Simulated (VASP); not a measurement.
A run of VASP 6.6.1 is set up as follows.

The input INCAR:

```
PREC = Accurate ; ENCUT = 520
EDIFF = 1E-6 ; ISMEAR = 0
SIGMA = 0.05 ; LREAL = F
LASPH = T ; NELM = 60
ALGO = Normal ; ISIF = 2
LWAVE = F ; LCHARG = T
GGA = PS ; LELF = T
LVHAR = T ; NBANDS = 27
```

KPOINTS

```
regular mesh
0
Gamma
  8 8 8
```

The input POSCAR:

```
KTaO3
1.0
    4.1115649372      0.0000000000      0.0000000000
    0.0000000000      4.1115649372      0.0000000000
    0.0000000000      0.0000000000      3.6444911603
K Ta O
1 1 3
Direct
    0.5000000000      0.5000000000      0.5000000000
    0.0000000000      0.0000000000      0.0000000000
    0.5000000000      0.0000000000      0.0000000000
    0.0000000000      0.5000000000      0.0000000000
    0.0000000000      0.0000000000      0.5000000000
```

Potentials or basis: VASP PAW PBE potentials, release 64 (K_sv, Ta_pv, O).

Launch:

```sh
$ cat potpaw_PBE.64/K_sv/POTCAR potpaw_PBE.64/Ta_pv/POTCAR potpaw_PBE.64/O/POTCAR > POTCAR
$ mpirun -np 1 vasp_std > vasp.out
```

(1) What does it give for the pressure?

(2) Predict the band gap on the k mesh.

Answers

(1) 13.2 GPa.

(2) 1.91 eV (least direct gap 2.37 eV).

Caveat: the cell stands under pressure; the PAW data sets were made with another functional, which shifts forces and pressure a little; spin-orbit coupling is left out, which moves the levels of the heavy elements.
